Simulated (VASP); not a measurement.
# HC4 in VASP: a series of runs

HC4 is run at these levels: PBEsol; tasks: single point.

Everything below comes from runs of VASP 6.6.1. Logs are shortened: lines on timing, memory, paths and dates and some standing lists are left out, and cuts for length are marked.

## 1. The cell of the first run

The cell holds a slab with vacuum, 20 atoms: a = 5.049 Å, b = 5.049 Å, c = 16.676 Å, α = 90.00°, β = 90.00°, γ = 60.00°.

## 2. Single point, PBEsol

The input, INCAR:

```
SYSTEM = HC4
PREC     = Accurate       ! precision mode
ENCUT    = 520            ! plane-wave cutoff, eV
EDIFF    = 1E-6           ! SCF threshold, eV
ISMEAR   = -1             ! smearing method
SIGMA    = 0.05           ! smearing width, eV
LREAL    = Auto         
LASPH    = .True.         ! aspherical terms in the spheres
NELM     = 60             ! most SCF steps
ALGO     = Normal         ! electronic algorithm
ISIF     = 2              ! what is computed and relaxed
LWAVE    = .False.        ! write WAVECAR
LCHARG   = .False.        ! write CHGCAR
GGA      = PS             ! functional
NBANDS   = 50             ! bands
```

The input, KPOINTS:

```
regular mesh
0
Gamma
  2 2 1
  0 0 0
```

The input, POSCAR:

```
HC4
1.0
    5.0487420000      0.0000000000      0.0000000000
    2.5243710000      4.3723390000      0.0000000000
    0.0000000000      0.0000000000     16.6764260000
H C
4 16
Direct
    0.1666721879      0.1666613682      0.0599648870
    0.6666779319      0.1666613682      0.0599648870
    0.1666715721      0.6666683439      0.0599648870
    0.6666575092      0.6666683439      0.0599648870
    0.1666721879      0.1666613682      0.1259262626
    0.6666779319      0.1666613682      0.1259262626
    0.1666715721      0.6666683439      0.1259262626
    0.6666575092      0.6666683439      0.1259262626
   -0.1666613682      0.3333227364      0.1568261689
    0.3333443758      0.3333227364      0.1568261689
   -0.1666619840      0.8333297121      0.1568261689
    0.3333437600      0.8333297121      0.1568261689
   -0.1734292239      0.3724093672      0.2598818236
    0.3259738980      0.3663256669      0.2548087942
   -0.1561780017      0.8641370214      0.2590782941
    0.3268425866      0.8722791165      0.2545629381
    0.0044716372      0.0395440518      0.2751248979
    0.4960056669      0.0345810332      0.2719287694
   -0.0092507862      0.5359374010      0.2781111492
    0.4899529467      0.5334215851      0.2688045988
```

Potentials or basis: VASP PAW PBE potentials, release 64 (H, C).

The run is started by

```console
cat potpaw_PBE.64/H/POTCAR potpaw_PBE.64/C/POTCAR > POTCAR
mpirun -np 1 vasp_std > vasp.out
```

OUTCAR:

```text
SYSTEM = HC4
   PREC = Accurate
   ENCUT = 520
   EDIFF = 1E-6
   ISMEAR = -1
   LREAL = Auto
   LASPH = .True.
   NELM = 60
   ISIF = 2
   GGA = PS

 ion  position               nearest neighbor table
   1  0.167  0.167  0.060-   5 1.10
   2  0.667  0.167  0.060-   6 1.10
   3  0.167  0.667  0.060-   7 1.10
   4  0.667  0.667  0.060-   8 1.10
   5  0.167  0.167  0.126-   1 1.10  12 1.55   9 1.55  10 1.55
   6  0.667  0.167  0.126-   2 1.10   9 1.55  11 1.55  10 1.55
   7  0.167  0.667  0.126-   3 1.10  11 1.55  12 1.55  10 1.55
   8  0.667  0.667  0.126-   4 1.10  12 1.55  11 1.55   9 1.55
   9  0.833  0.333  0.157-   6 1.55   5 1.55   8 1.55  13 1.73
  10  0.333  0.333  0.157-   6 1.55   5 1.55   7 1.55  14 1.64
  11  0.833  0.833  0.157-   6 1.55   7 1.55   8 1.55  15 1.72
  12  0.333  0.833  0.157-   8 1.55   5 1.55   7 1.55  16 1.64
  13  0.827  0.372  0.260-  19 1.46  17 1.48  20 1.48   9 1.73
  14  0.326  0.366  0.255-  20 1.47  18 1.48  19 1.52  10 1.64
  15  0.844  0.864  0.259-  19 1.47  17 1.49  18 1.54  11 1.72
  16  0.327  0.872  0.255-  17 1.45  18 1.48  20 1.50  12 1.64
  17  0.004  0.040  0.275-  16 1.45  13 1.48  15 1.49
  18  0.496  0.035  0.272-  16 1.48  14 1.48  15 1.54
  19  0.991  0.536  0.278-  13 1.46  15 1.47  14 1.52
  20  0.490  0.533  0.269-  14 1.47  13 1.48  16 1.50

  LATTYP: Found a hexagonal cell.
 ALAT       =     5.0487421480
 C/A-ratio  =     3.3030853055

  Lattice vectors:

 A1 = (  -2.5243710000,  -4.3723390000,   0.0000000000)
 A2 = (   5.0487420000,   0.0000000000,   0.0000000000)
 A3 = (   0.0000000000,   0.0000000000,  16.6764260000)

Analysis of symmetry for initial positions (statically):
=====================================================================
 Subroutine PRICEL returns:
 Original cell was already a primitive cell.

 Routine SETGRP: Setting up the symmetry group for a
 hexagonal supercell.

 Subroutine GETGRP returns: Found  1 space group operations
 (whereof  1 operations were pure point group operations)
 out of a pool of 24 trial point group operations.

The static configuration has the point symmetry C_1 .

Analysis of symmetry for dynamics (positions and initial velocities):
=====================================================================
 Subroutine PRICEL returns:
 Original cell was already a primitive cell.

 Routine SETGRP: Setting up the symmetry group for a
 hexagonal supercell.

 Subroutine GETGRP returns: Found  1 space group operations
 (whereof  1 operations were pure point group operations)
 out of a pool of 24 trial point group operations.

The dynamic configuration has the point symmetry C_1 .

 Subroutine INISYM returns: Found  1 space group operations
 (whereof  1 operations are pure point group operations),
 and found     1 'primitive' translations

----------------------------------------------------------------------------------------

                                     Primitive cell

  volume of cell :     368.1290

  direct lattice vectors                    reciprocal lattice vectors
     5.048742000  0.000000000  0.000000000     0.198069143 -0.114355268  0.000000000
     2.524371000  4.372339000  0.000000000     0.000000000  0.228710537  0.000000000
     0.000000000  0.000000000 16.676426000     0.000000000  0.000000000  0.059964887

  length of vectors
     5.048742000  5.048742148 16.676426000     0.228710544  0.228710537  0.059964887

  position of ions in fractional coordinates (direct lattice)
     0.166672188  0.166661368  0.059964887
     0.666677932  0.166661368  0.059964887
     0.166671572  0.666668344  0.059964887
     0.666657509  0.666668344  0.059964887
     0.166672188  0.166661368  0.125926263
     0.666677932  0.166661368  0.125926263
[... 12 lines left out ...]
     0.990749214  0.535937401  0.278111149
     0.489952947  0.533421585  0.268804599

  ion indices of the primitive-cell ions
   primitive index   ion index
                 1           1
                 2           2
                 3           3
                 4           4
                 5           5
                 6           6
[... 12 lines left out ...]
                19          19
                20          20

----------------------------------------------------------------------------------------

 KPOINTS: regular mesh

Automatic generation of k-mesh.
 Grid dimensions read from file:
 generate k-points for:    2    2    1

 Generating k-lattice:

  Cartesian coordinates                     Fractional coordinates (reciprocal lattice)
     0.099034571 -0.057177634  0.000000000     0.500000000  0.000000000  0.000000000
     0.000000000  0.114355268  0.000000000     0.000000000  0.500000000  0.000000000
     0.000000000  0.000000000  0.059964887     0.000000000  0.000000000  1.000000000

  Length of vectors
     0.114355272  0.114355268  0.059964887

  Shift w.r.t. Gamma in fractional coordinates (k-lattice)
     0.000000000  0.000000000  0.000000000

 Subroutine IBZKPT returns following result:
 ===========================================

 Found      4 irreducible k-points:

 Following reciprocal coordinates:
            Coordinates               Weight
  0.000000  0.000000  0.000000      1.000000
  0.500000  0.000000  0.000000      1.000000
  0.500000  0.500000  0.000000      1.000000
  0.000000  0.500000  0.000000      1.000000
   k-points           NKPTS =      4   k-points in BZ     NKDIM =      4   number of bands    NBANDS=     50
   number of dos      NEDOS =    301   number of ions     NIONS =     20
   total plane-waves  NPLWV = 201600
   dimension x,y,z NGX =    40 NGY =   40 NGZ =  126
   dimension x,y,z NGXF=    80 NGYF=   80 NGZF=  252
   ions per type =               4  16
   NGX,Y,Z   is equivalent  to a cutoff of  13.17, 13.17, 12.56 a.u.
   NGXF,Y,Z  is equivalent  to a cutoff of  26.34, 26.34, 25.12 a.u.
 SYSTEM =  HC4
   PREC   = accura    normal or accurate (medium, high low for compatibility)
   ISTART =      0    job   : 0-new  1-cont  2-samecut
   ICHARG =      2    charge: 1-file 2-atom 10-const
   ISPIN  =      1    spin polarized calculation?
   LNONCOLLINEAR =      F non collinear calculations
   LSORBIT =      F    spin-orbit coupling
   LASPH  =      T    aspherical Exc in radial PAW
   ENCUT  =  520.0 eV  38.22 Ry    6.18 a.u.   9.39  9.39 31.01*2*pi/ulx,y,z
   NELM   =     60;   NELMIN=  2; NELMDL= -5     # of ELM steps
   EDIFF  = 0.1E-05   stopping-criterion for ELM
   LREAL  =      T    real-space projection
   EDIFFG = 0.1E-04   stopping-criterion for IOM
   NSW    =      0    number of steps for IOM
   IBRION =     -1    ionic relax: 0-MD 1-quasi-New 2-CG
   NFREE  =      0    steps in history (QN), initial steepest desc. (CG)
   ISIF   =      2    stress and relaxation
   ISYM   =      2    0-nonsym 1-usesym 2-fastsym
   POTIM  = 0.5000    time-step for ionic-motion
   TEBEG  =    0.0;   TEEND  =   0.0 temperature during run
   PSTRESS=    0.0 pullay stress
   NELECT =      68.0000    total number of electrons
   NUPDOWN=      -1.0000    fix difference up-down
   EMIN   =  10.00;   EMAX   =-10.00  energy-range for DOS
   EFERMI =   0.00;   METHOD = LEGACY
   ISMEAR =    -1;   SIGMA  =   0.05  broadening in eV -4-tet -1-fermi 0-gaus
   EFERMI_NEDOS =   21; number of points for ismear=-14 and -15
   IALGO  =     38    algorithm
   IMIX   =      4    mixing-type and parameters
     AMIX     =   0.40;   BMIX     =  1.00
     AMIX_MAG =   1.60;   BMIX_MAG =  1.00
  volume/ion in A,a.u.               =      18.41       124.21
  Fermi-wavevector in a.u.,A,eV,Ry     =   0.932347  1.761881 11.827161  0.869272
  Thomas-Fermi vector in A             =   2.058936
   LORBIT       =      0    0 simple, 1 ext, 2 COOP (PROOUT), +10 PAW based schemes
   GGA     = PS    functional components
   LHFCALC =     F    Hartree Fock is set to
   AEXX    =    0.0000 exact exchange contribution
   IVDW    =     0    specifies the selected vdW correction
   LEPSILON=     F    determine dielectric tensor
   LRPA    =     F    only Hartree local field effects (RPA)
 non-spin polarized calculation
  energy-cutoff  :      520.00
  volume of cell :      368.13
 maximum number of plane-waves:      9915
 NGX is ok and might be reduce to    40
   NGX = 19   NGY = 19   NGZ = 63

 number of electron      68.0000001 magnetization

 Free energy of the ion-electron system (eV)
  ---------------------------------------------------
  ext. energy  EPLUGINS =         0.00000000
  ---------------------------------------------------
  free energy    TOTEN  =      -158.77748180 eV

  energy without entropy =     -158.70300717  energy(sigma->0) =     -158.74024448

 E-fermi :   0.1091     XC(G=0):  -4.7367

 val. band max:        0.0813977744   @ k =   0.0000   0.5000   0.0000
 cond. band min:       0.1348286009   @ k =   0.0000   0.5000   0.0000
 fundamental gap:      0.0534308265
 Fermi energy:         0.1091191103

 k-point     1 :       0.0000    0.0000    0.0000
  band No.  band energies     occupation
      1     -21.2258      2.00000
      2     -18.4572      2.00000
      3     -16.1055      2.00000
      4     -15.9740      2.00000
      5     -15.7236      2.00000
      6     -15.0611      2.00000
[... 38 lines left out ...]
     45       5.1118      0.00000
     46       5.4665      0.00000

 k-point     2 :       0.5000    0.0000    0.0000
  band No.  band energies     occupation
      1     -19.8492      2.00000
      2     -19.5895      2.00000
      3     -17.1065      2.00000
      4     -17.0086      2.00000
      5     -16.8823      2.00000
      6     -16.7495      2.00000
[... 38 lines left out ...]
     45       6.0992      0.00000
     46       6.3026      0.00000

 k-point     3 :       0.5000    0.5000    0.0000
  band No.  band energies     occupation
      1     -19.7975      2.00000
      2     -19.6558      2.00000
      3     -17.1119      2.00000
      4     -17.0006      2.00000
      5     -16.8605      2.00000
      6     -16.7358      2.00000
[... 38 lines left out ...]
     45       6.3120      0.00000
     46       6.3415      0.00000

 k-point     4 :       0.0000    0.5000    0.0000
  band No.  band energies     occupation
      1     -19.7243      2.00000
      2     -19.7165      2.00000
      3     -17.0831      2.00000
      4     -17.0568      2.00000
      5     -16.8482      2.00000
      6     -16.7892      2.00000
[... 38 lines left out ...]
     45       6.2564      0.00000
     46       6.2808      0.00000
 [bands above 46 left out]

------------------------ aborting loop because EDIFF is reached ----------------------------------------

  FORCE on cell =-STRESS in cart. coord.  units (eV):
  Direction    XX          YY          ZZ          XY          YZ          ZX
  --------------------------------------------------------------------------------------
  -------------------------------------------------------------------------------------
  Total       -5.0631079     -1.3894807     -2.3086339     -0.3583921     -4.2672276     -1.8015483
  in kB      -22.0357473     -6.0473224    -10.0476770     -1.5598005    -18.5719029     -7.8407303
  external PRESSURE =     -12.7102489 kB  Pullay stress =       0.0000000 kB

 VOLUME and BASIS-vectors are now :
 -----------------------------------------------------------------------------
  energy-cutoff  :      520.00
  volume of cell :      368.13
      direct lattice vectors                 reciprocal lattice vectors
     5.048742000  0.000000000  0.000000000     0.198069143 -0.114355268  0.000000000
     2.524371000  4.372339000  0.000000000     0.000000000  0.228710537  0.000000000
     0.000000000  0.000000000 16.676426000     0.000000000  0.000000000  0.059964887

 POSITION                                       TOTAL-FORCE (eV/Angst)
 -----------------------------------------------------------------------------------
      1.26220      0.72870      1.00000        -0.003590      0.061312     -0.354878
      3.78660      0.72870      1.00000         0.029467      0.075087     -0.496405
      2.52440      2.91490      1.00000         0.027551      0.069369     -0.421596
      5.04870      2.91490      1.00000         0.063345      0.066913     -0.414519
      1.26220      0.72870      2.10000        -0.009666      0.137907      2.174920
      3.78660      0.72870      2.10000         0.031688      0.028092      2.377000
[... 12 lines left out ...]
      6.35494      2.34330      4.63790         1.229144     -0.233753     -0.546750
      3.82020      2.33230      4.48270         0.842212      0.451159      0.411032
 -----------------------------------------------------------------------------------
    total drift:                                0.017529      0.015089     -0.051469

  FREE ENERGIE OF THE ION-ELECTRON SYSTEM (eV)
  ---------------------------------------------------
  free  energy   TOTEN  =      -158.7774817970 eV

  energy  without entropy=     -158.7030071691  energy(sigma->0) =     -158.74024448
```

Run time: 2.1 min. Hardware: 1 thread of Intel Xeon 6975P-C (Granite Rapids), shared host; peak memory 0.46 GiB.

What came out:

```
Free energy            : -158.7775 eV
Largest force          : 2.406 eV/Å
Band gap on the k mesh : zero (bands 34 and 35 overlap by 0.08 eV)
```

Forces on the atoms (eV/Å):
```
H   -0.004  0.061 -0.355
H    0.029  0.075 -0.496
H    0.028  0.069 -0.422
H    0.063  0.067 -0.415
C   -0.010  0.138  2.175
C    0.032  0.028  2.377
C   -0.064  0.097  2.092
C    0.017  0.057  2.406
C    0.083  0.345 -1.871
C    0.013  0.359 -1.906
C    0.573  0.495 -1.495
C    0.337  0.268 -2.214
C   -0.446 -0.453 -0.208
C   -0.598 -0.386  0.496
C   -2.150  0.721 -0.115
C    0.694 -1.150  0.575
C   -1.728 -0.449 -0.345
C    1.058 -0.559 -0.144
C    1.229 -0.234 -0.547
C    0.842  0.451  0.411
```

Levels at points of the mesh, in eV from the Fermi level:
```
           k point  band 32  band 33  band 34  band 35  band 36  band 37
(0.00, 0.00, 0.00)    -2.03    -0.52    -0.22    -0.06     0.04     2.20
(0.50, 0.00, 0.00)    -3.92    -0.22    -0.14     0.29     0.55     2.98
(0.50, 0.50, 0.00)    -3.72    -0.32    -0.21     0.38     0.53     2.98
(0.00, 0.50, 0.00)    -3.87    -0.03     0.03     0.31     0.35     2.98
```

Caveat: the k points lie up to 0.72 Å⁻¹ apart; the atoms stand as in a frame of molecular dynamics; there is no dipole correction, which matters where the two faces differ; the PAW data sets were made with another functional, which shifts forces and pressure a little.

## 3. Single point, PBEsol

The input, INCAR:

```
  PREC = Accurate
  ENCUT = 520
  EDIFF = 1E-7
  ISMEAR = -1
  SIGMA = 0.05
  LREAL = Auto
  LASPH = True
  NELM = 80
  ALGO = Normal
  ISIF = 2
  LWAVE = False
  LCHARG = False
  GGA = PS
  NBANDS = 50
```

The input, KPOINTS:

```
Automatic mesh
0
Gamma
  2 2 1
```

POSCAR: that of step 2 with these lines changed.

```diff
@@ -20,9 +20,9 @@
     0.3333437600      0.8333297121      0.1568261689
-   -0.1734292239      0.3724093672      0.2598818236
-    0.3259738980      0.3663256669      0.2548087942
-   -0.1561780017      0.8641370214      0.2590782941
-    0.3268425866      0.8722791165      0.2545629381
-    0.0044716372      0.0395440518      0.2751248979
-    0.4960056669      0.0345810332      0.2719287694
-   -0.0092507862      0.5359374010      0.2781111492
-    0.4899529467      0.5334215851      0.2688045988
+   -0.2544156802      0.5057018680      0.2454062999
+    0.2501859435      0.4956386044      0.2449085913
+   -0.2598607068      1.0195687022      0.2866621421
+    0.2402992107      1.0270246657      0.3064025829
+   -0.0888749071      0.1867421533      0.2883651449
+    0.4217435323      0.1764501792      0.2889168219
+   -0.0930777275      0.6972926848      0.2449505667
+    0.3857124035      0.7264532782      0.2421022346
```

Potentials or basis: VASP PAW PBE potentials, release 64 (H, C).

The run is started by

```console
cat potpaw_PBE.64/H/POTCAR potpaw_PBE.64/C/POTCAR > POTCAR
mpirun -np 1 vasp_std > vasp.out
```

It took 2.4 min on 1 thread of Intel Xeon 6975P-C (Granite Rapids), shared host; peak memory 0.46 GiB.

Results (log left out):

| Item | Value |
| --- | --- |
| Free energy | -160.0198 eV |
| Largest force | 4.009 eV/Å |
| Band gap on the k mesh | 0.13 eV (least direct gap 0.48 eV) |

Forces on the atoms (eV/Å):
```
H   -0.011 -0.055 -0.237
H    0.000 -0.096 -0.228
H   -0.001  0.168 -0.592
H    0.003  0.161 -0.585
C    0.007  0.323  3.646
C   -0.007  0.376  3.930
C   -0.081  0.559 -2.470
C    0.098  0.606 -2.208
C   -0.089  2.723 -1.258
C   -0.095  2.842 -1.264
C    0.274 -2.663 -1.922
C   -0.054 -1.289 -2.184
C    0.307 -2.144  1.697
C    1.475 -1.667  1.534
C    1.066 -0.232  0.368
C   -1.102 -0.412 -3.833
C    0.235  0.114  0.453
C   -0.657  1.312  0.828
C   -1.383  1.208  0.812
C    0.015 -1.832  3.514
```

Levels at points of the mesh, in eV from the valence-band top:
| k point | band 31 | band 32 | band 33 | band 34 | band 35 | band 36 | band 37 | band 38 |
| --- | --- | --- | --- | --- | --- | --- | --- | --- |
| (0.00, 0.00, 0.00) | -2.08 | -1.84 | -1.40 | 0.00 | 0.71 | 2.08 | 3.21 | 4.00 |
| (0.50, 0.00, 0.00) | -3.50 | -3.09 | -2.06 | -1.81 | 2.43 | 2.97 | 3.50 | 3.64 |
| (0.50, 0.50, 0.00) | -3.56 | -3.18 | -2.17 | -1.71 | 2.55 | 2.93 | 3.51 | 3.65 |
| (0.00, 0.50, 0.00) | -3.12 | -2.46 | -2.34 | -0.35 | 0.13 | 2.44 | 3.24 | 3.86 |

Caveat: the k points lie up to 0.72 Å⁻¹ apart; the atoms stand as in a frame of molecular dynamics; there is no dipole correction, which matters where the two faces differ; the PAW data sets were made with another functional, which shifts forces and pressure a little.

The gap in the log of VASP goes by the Fermi energy; the results here count the filled bands.